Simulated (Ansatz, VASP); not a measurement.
# C in VASP and in Ansatz

The input INCAR:

```
SYSTEM = C
ALGO = Normal ; EDIFF = 1E-6
ENCUT = 520 ; GGA = PE
ISIF = 2 ; ISMEAR = 0
LASPH = .True. ; LCHARG = .False.
LREAL = .False. ; LWAVE = .False.
NBANDS = 11 ; NELM = 60
PREC = Accurate ; SIGMA = 0.01
```

Contents of KPOINTS:

```
k-points
0
Gamma
  8 8 8
  0 0 0
```

Contents of POSCAR:

```
C
1.0
    0.0000000000      1.7801241411      1.7801241411
    1.7801241411      0.0000000000      1.7801241411
    1.7801241411      1.7801241411      0.0000000000
C
2
Direct
    0.0000000000      0.0000000000      0.0000000000
    0.2500000000      0.2500000000      0.2500000000
```

Input for Ansatz:

```yaml
crystal:
  lattice:
    - [0.0, 1.7801241411, 1.7801241411]
    - [1.7801241411, 0.0, 1.7801241411]
    - [1.7801241411, 1.7801241411, 0.0]
  atoms:
    - { symbol: C, position: [0.0, 0.0, 0.0] }
    - { symbol: C, position: [0.25, 0.25, 0.25] }
kpoints:
  mp_grid: { grid: [8, 8, 8] }
hamiltonian:
  xc: pbe
scf:
  occupations: { method: fixed }
  n_extra_bands: 24
output:
  forces: true
  stress: true
  eigenvalues: true
```

Alike in both runs: task single point; functional PBE; k mesh 8 × 8 × 8; no spin polarisation.

|  | VASP | Ansatz |
| --- | --- | --- |
| version | VASP 6.6.1 | Ansatz 0.2.0 |
| potentials or method | VASP PAW PBE potentials, release 64 (C) | plane waves |
| plane-wave cutoff (eV) | 520 | 420 |
| occupations | gaussian, width 0.01 eV | fixed |
| valence electrons in the cell | 8 | 8 |

```csv
,VASP,Ansatz,Ansatz less VASP
gap on the k mesh at the Fermi level (eV),4.14,4.15,+0.008
pressure (GPa),4.9,4.2,-0.69
```
